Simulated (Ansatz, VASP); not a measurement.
GaAs in VASP and in Ansatz

INCAR

```
SYSTEM = GaAs
  PREC = Accurate
  ENCUT = 520
  EDIFF = 1E-6
  ISMEAR = -1
  SIGMA = 0.05
  LREAL = .False.
  LASPH = .True.
  NELM = 80
  ALGO = Normal
  ISIF = 2
  LWAVE = .False.
  LCHARG = .False.
  GGA = CA
  NBANDS = 16
```

The input KPOINTS:

```
regular mesh
0
Gamma
  11 11 11
  0 0 0
```

File POSCAR:

```
GaAs
1.0
    0.0000000000      2.8640496607      2.8640496607
    2.8640496607      0.0000000000      2.8640496607
    2.8640496607      2.8640496607      0.0000000000
Ga As
1 1
Direct
    0.0000000000      0.0000000000      0.0000000000
    0.7500000000      0.7500000000      0.7500000000
```

Input for Ansatz:

```yaml
crystal:
  lattice:
    - [0.0, 2.8640496607, 2.8640496607]
    - [2.8640496607, 0.0, 2.8640496607]
    - [2.8640496607, 2.8640496607, 0.0]
  atoms:
    - { symbol: Ga, position: [0.0, 0.0, 0.0] }
    - { symbol: As, position: [0.75, 0.75, 0.75] }
kpoints:
  mp_grid: { grid: [11, 11, 11] }
  band_path:
    path:
      - [0.0, 0.0, 0.0]
      - [-0.5, -0.5, 0.0]
      - [-0.375, -0.375, 0.25]
      - [-0.375, 0.0, 0.375]
      - [0.0, 0.0, 0.0]
      - [0.0, 0.0, 0.5]
      - [-0.5, -0.25, 0.25]
      - [-0.5, -0.5, 0.0]
    npoints: 5
scf:
  occupations: { method: fermi_dirac, width: 0.05 }
hamiltonian:
  xc: lda
  pseudopotentials: { kind: all_electron, lapw: { basis_error: 0.0005 } }
output:
  forces: true
  stress: true
  eigenvalues: true
```

Change from the starting cell: volume scaled by 1.04.

Alike in both runs: task single point; functional LDA; k mesh 11 × 11 × 11; occupations fermi-dirac, width 0.05 eV; no spin polarisation.

|  | VASP | Ansatz |
| --- | --- | --- |
| version | VASP 6.6.1 | Ansatz 0.2.0 |
| potentials or method | VASP PAW LDA potentials, release 64 (Ga_d, As), cutoff 520 eV | all-electron LAPW, scalar-relativistic |

```tsv
	VASP	Ansatz	Ansatz less VASP
pressure (GPa)	-4.0	-4.2	-0.20
```

LDA's correlation is that of Perdew and Zunger in VASP and of Perdew and Wang (1992) in Ansatz. Ansatz ran all-electron here, and VASP with PAW potentials.
